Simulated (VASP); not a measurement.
## La: relaxation of cell and atoms with PBE

Crystal: La.

```
La
1.0
     3.45137    0.00000    0.00000
    -1.72568    2.98897    0.00000
     0.00000    0.00000    5.59121
La
2
Direct
  0.33333 0.66667 0.25000
  0.66667 0.33333 0.75000
```

```
Program                : VASP 6.6.1
Task                   : relaxation of cell and atoms
Functional             : PBE
Potentials or basis    : VASP PAW PBE potentials, release 64 (La)
Cutoff                 : 600 eV
k mesh                 : 12 × 12 × 7
Occupations            : fermi-dirac, width 0.05 eV
Spin                   : no spin polarisation
Dipole correction      : no
Further INCAR settings : ALGO = Normal; EDIFF = 1e-06; IBRION = 2; EDIFFG = -0.005; NSW = 100; ISIF = 3
```

```yaml
Relaxed_volume: 37.76 Å³/atom
Relaxed_cell: a = 3.785 Å, b = 3.785 Å, c = 6.085 Å, α = 90.00°, β = 90.00°, γ = 120.00°
Space_group_after_relaxing_to_0.1_Å: P6_3/mmc (No. 194)
Energy_gained_by_relaxing: 219.7 meV/atom
Ionic_steps: 10
Pressure_after_relaxing: 0.0 GPa
Band_gap_on_the_k_mesh: zero (bands 11 and 12 overlap by 1.33 eV)
```

The path:
```csv
step,energy change (eV),largest force (eV/Å),pressure (GPa),volume (Å³)
1,0.0000,0.0000,9.19,57.68
2,-0.4291,0.0000,1.02,72.62
3,-0.4369,0.0000,-0.25,76.13
4,-0.4376,0.0000,0.03,75.34
5,-0.4374,0.0000,-0.11,75.72
6,-0.4386,0.0000,0.01,75.43
7,-0.4391,0.0000,0.12,75.12
8,-0.4391,0.0000,0.16,75.05
9,-0.4395,0.0000,0.01,75.46
10,-0.4395,0.0000,0.00,75.51
```

Final structure:
```cif
data_structure
_symmetry_space_group_name_H-M 'P 1'
_symmetry_Int_Tables_number 1
_cell_length_a 3.7854
_cell_length_b 3.7854
_cell_length_c 6.0853
_cell_angle_alpha 90.000
_cell_angle_beta 90.000
_cell_angle_gamma 120.000
_cell_volume 75.51
loop_
_atom_site_label
_atom_site_type_symbol
_atom_site_fract_x
_atom_site_fract_y
_atom_site_fract_z
_atom_site_occupancy
La1 La 0.33333 0.66667 0.25000 1
La2 La 0.66667 0.33333 0.75000 1
```

Levels at points of the mesh, in eV from the Fermi level:
```csv
k point,band 9,band 10,band 11,band 12,band 13,band 14
"(0.00, 0.00, 0.00)",-3.17,-1.72,1.12,1.31,1.31,1.53
"(0.50, 0.00, 0.00)",-1.55,-1.14,-1.10,1.14,1.20,1.31
```

Run time: 5.1 min on 1 thread of Intel(R) Xeon(R) 6975P-C (Granite Rapids) (shared host), peak memory 0.25 GiB.

Caveat: the volume moved by over 15 % at a fixed basis, so the end points are rough; spin-orbit coupling is left out, which moves the levels of the heavy elements.
